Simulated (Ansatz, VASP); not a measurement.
## One calculation of MgAuC4N4, two programs

```
Mg C Au N
1.0
     5.95537    0.00000    0.00000
     0.00000    5.95537    0.00000
     0.00000    0.00000    5.95537
Mg C Au N
1 4 1 4
Direct
  0.00000 0.00000 0.00000
  0.19195 0.19195 0.19195
  0.19195 0.80805 0.80805
  0.80805 0.19195 0.80805
  0.80805 0.80805 0.19195
  0.50000 0.50000 0.50000
  0.30538 0.30538 0.30538
  0.30538 0.69462 0.69462
  0.69462 0.30538 0.69462
  0.69462 0.69462 0.30538
```

Alike in both runs: task single point; functional PBE; k mesh 4 × 4 × 4; occupations gaussian, width 0.1 eV; collinear spin.

```csv
,VASP,Ansatz
version,VASP 6.6.1,Ansatz 0.2.0
potentials or method,"VASP PAW PBE potentials, release 64 (Mg, C, Au, N), cutoff 520 eV","scalar-relativistic, plane waves, PAW"
valence electrons in the cell,49,65
```

```tsv
	VASP	Ansatz	Ansatz less VASP
gap on the k mesh at the Fermi level (eV)	none	none	-
pressure (GPa)	8.2	7.9	-0.31
rms of the force components (eV/Å)	0.881	1.071	+0.1901
net moment per atom (μB)	0.10	0.10	0.000
size of the moment on the site where the two differ most (μB)	0.51	0.39	-0.119
```

Site moments also hang on the region over which each program counts them. Atom by atom the forces differ by 0.194 eV/Å (rms over components). A gap of «none» marks a metal or a gap that the smearing closes. VASP's potentials hold 49 valence electrons a cell and Ansatz's 65, so a difference there can come from the potentials and not from the codes.

Neither program's run includes spin-orbit coupling. Noted on VASP's run: the standard files for N, O and F lose accuracy on very short bonds.
